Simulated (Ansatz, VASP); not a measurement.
One calculation of Al7Ni8, two programs

```
CELL_PARAMETERS angstrom
4.04771 0.00000 0.00000
-2.02386 3.50542 0.00000
0.00000 0.00000 14.56730
ATOMIC_POSITIONS crystal
Ni 0.33333 0.66667 0.10297
Ni 0.00000 0.00000 0.21641
Ni 0.66667 0.33333 0.32984
Ni 0.33333 0.66667 0.44328
Ni 0.00000 0.00000 0.55672
Ni 0.66667 0.33333 0.67016
Ni 0.33333 0.66667 0.78359
Ni 0.00000 0.00000 0.89703
Al 0.66667 0.33333 0.15969
Al 0.33333 0.66667 0.27313
Al 0.00000 0.00000 0.38656
Al 0.66667 0.33333 0.50000
Al 0.33333 0.66667 0.61344
Al 0.00000 0.00000 0.72687
Al 0.66667 0.33333 0.84031
```

Alike in both runs: task single point; functional PBEsol; k mesh 9 × 9 × 1; occupations gaussian, width 0.1 eV; no spin polarisation.

```csv
,VASP,Ansatz
version,VASP 6.6.1,Ansatz 0.2.0
potentials or method,"VASP PAW PBE potentials, release 64 (Ni, Al), cutoff 520 eV","scalar-relativistic, plane waves, PAW"
valence electrons in the cell,101,165
```

```tsv
	VASP	Ansatz	Ansatz less VASP
gap on the k mesh at the Fermi level (eV)	none	none	-
rms of the force components (eV/Å)	0.241	0.245	+0.0044
```

VASP's potentials were made for PBE, not for PBEsol. A gap of «none» marks a metal or a gap that the smearing closes. VASP's potentials hold 101 valence electrons a cell and Ansatz's 165, so a difference there can come from the potentials and not from the codes. Ansatz's warnings: vacuum below fermi, vacuum density over bound.
